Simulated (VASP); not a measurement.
A run of VASP 6.6.1:

The input INCAR:

```
PREC = Accurate ; ENCUT = 520
EDIFF = 1E-7 ; ISMEAR = 0
SIGMA = 0.1 ; LREAL = F
LASPH = T ; NELM = 100
ALGO = Normal ; ISIF = 2
LWAVE = F ; LCHARG = F
GGA = PE ; NBANDS = 38
```

The input KPOINTS:

```
Automatic mesh
0
Gamma
  4 2 2
```

File POSCAR:

```
NaCl
1.0
   -2.2193421364      2.2193421364     -3.1043318560
    6.6580264092      2.2193421364     -3.1043318560
   -2.2193421364     -6.6580264092     -3.1043318560
Na Cl
4 4
Direct
    0.0000000000      0.0000000000      0.0000000000
    0.5000000000      0.5000000000      1.0000000000
    0.0000000000      0.5000000000      0.5000000000
    0.5000000000      0.0000000000      0.5000000000
    0.5000000000      0.1250000000      0.8750000000
    0.0000000000      0.6250000000      0.8750000000
    0.5000000000      0.6250000000      0.3750000000
    0.0000000000      0.1250000000      0.3750000000
```

Potentials or basis: VASP PAW PBE potentials, release 64 (Na_pv, Cl).

Command:

```sh
$ cat potpaw_PBE.64/Na_pv/POTCAR potpaw_PBE.64/Cl/POTCAR > POTCAR
$ mpirun -np 1 vasp_std > vasp.out
```

Hardware: 1 thread of AMD EPYC 9R45 96-Core Processor (Zen 5), on a shared host.

Q: Estimate the wall time of this run.

A: It took 60 s on 1 thread of AMD EPYC 9R45 96-Core Processor (Zen 5), on a shared host, peak memory 0.32 GiB. Counts: scf iterations 16, k points 9.
